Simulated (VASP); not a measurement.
TiPd, 2 atoms in the cell. Symmetry: P4/mmm, No. 123, tetragonal system. The conventional cell has a = 3.021 Å, b = 3.021 Å, c = 3.260 Å, α = 90.00°, β = 90.00°, γ = 90.00°. Within 3.5 Å of Ti (site symmetry 4/mmm) lie 8 Pd at 2.69 Å and 6 Ti at 3.02 to 3.26 Å. Within 3.5 Å of Pd (site symmetry 4/mmm) lie 8 Ti at 2.69 Å and 6 Pd at 3.02 to 3.26 Å.  This cell differs from its parent crystal: strain -0.050 along x and y, +0.025 along z.

* Program: VASP 6.6.1
* Task: single point
* Functional: PBEsol
* Potentials or basis: VASP PAW PBE potentials, release 64 (Ti_sv, Pd)
* Cutoff: 520 eV
* k mesh: 16 × 16 × 16
* Occupations: gaussian, width 0.15 eV
* Spin: no spin polarisation
* Dipole correction: no
* Further INCAR settings: ALGO = Fast; EDIFF = 1e-06; NBANDS = 18

Potentials or basis: VASP PAW PBE potentials, release 64 (Ti_sv, Pd).

Launch:

```console
$ cat potpaw_PBE.64/Ti_sv/POTCAR potpaw_PBE.64/Pd/POTCAR > POTCAR
$ mpirun -np 1 vasp_std > vasp.out
```

Hardware: 1 thread of Intel(R) Xeon(R) 6975P-C (Granite Rapids) (shared host).

Estimate the wall time of this run.

It took 120 s on 1 thread of Intel(R) Xeon(R) 6975P-C (Granite Rapids), with other jobs on the host, peak memory 0.33 GiB. Counts: scf iterations 27, k points 405.
